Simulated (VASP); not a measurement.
Set up this calculation in VASP 6.6.1, as the native input.

* Task: single point
* Functional: PBE
* Potentials or basis: VASP PAW PBE potentials, release 64 (Zn)
* Cutoff: 520 eV
* k mesh: 20 × 20 × 20
* Occupations: gaussian, width 0.15 eV
* Spin: no spin polarisation
* Dipole correction: no
* Further INCAR settings: ALGO = Normal; EDIFF = 1e-07; NBANDS = 12

The structure of Zn lies in POSCAR:

```
Zn
1.0
    0.0000000000      1.9643393415      2.0101084482
    1.9643393415      0.0000000000      2.0101084482
    1.9643393415      1.9643393415      0.0000000000
Zn
1
Direct
    0.0000000000      0.0000000000      0.0000000000
```

This cell differs from its parent crystal: engineering shear strain xy +0.0000, normal strain along z +0.0233.

One way to write it, as run:

INCAR

```
SYSTEM = Zn
PREC = Accurate ; ENCUT = 520
EDIFF = 1E-7 ; ISMEAR = 0
SIGMA = 0.15 ; LREAL = .FALSE.
LASPH = .TRUE. ; NELM = 80
ALGO = Normal ; ISIF = 2
LWAVE = .FALSE. ; LCHARG = .FALSE.
GGA = PE ; NBANDS = 12
```

KPOINTS

```
regular mesh
0
G
  20 20 20
  0 0 0
```

Potentials or basis: VASP PAW PBE potentials, release 64 (Zn).

Launch:

```sh
$ cat potpaw_PBE.64/Zn/POTCAR > POTCAR
$ mpirun -np 1 vasp_std > vasp.out
```

It gave:

The pressure is -1.2 GPa and the band gap on the k mesh is zero (bands 6 and 7 overlap by 3.67 eV).

Caveat: the cell differs from its parent crystal (engineering shear strain xy +0.0000, normal strain along z +0.0233).

Run time: 32 s on 1 thread of Intel(R) Xeon(R) 6975P-C (Granite Rapids), with other jobs on the host, peak memory 0.22 GiB.
